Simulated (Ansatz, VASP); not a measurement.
# Two plane-wave programs on Si

```
Si
1.0
     0.00000    2.71356    2.71356
     2.71356    0.00000    2.71356
     2.71356    2.71356    0.00000
Si
2
Direct
  0.75000 0.75000 0.75000
  0.50000 0.50000 0.50000
```

Alike in both runs: task single point; functional revPBE; k mesh 6 × 6 × 6; no spin polarisation.

|  | VASP | Ansatz |
| --- | --- | --- |
| version | VASP 6.6.1 | Ansatz 0.2.0 |
| potentials or method | VASP PAW PBE potentials, release 64 (Si), cutoff 500 eV | plane waves, PAW |
| occupations | gaussian, width 0.01 eV | fixed |
| valence electrons in the cell | 8 | 8 |

|  | VASP | Ansatz | Ansatz less VASP |
| --- | --- | --- | --- |
| pressure (GPa) | 3.3 | 3.5 | +0.21 |

VASP's potentials were made for PBE, not for revPBE. Ansatz's warnings: stress scf threshold loose.
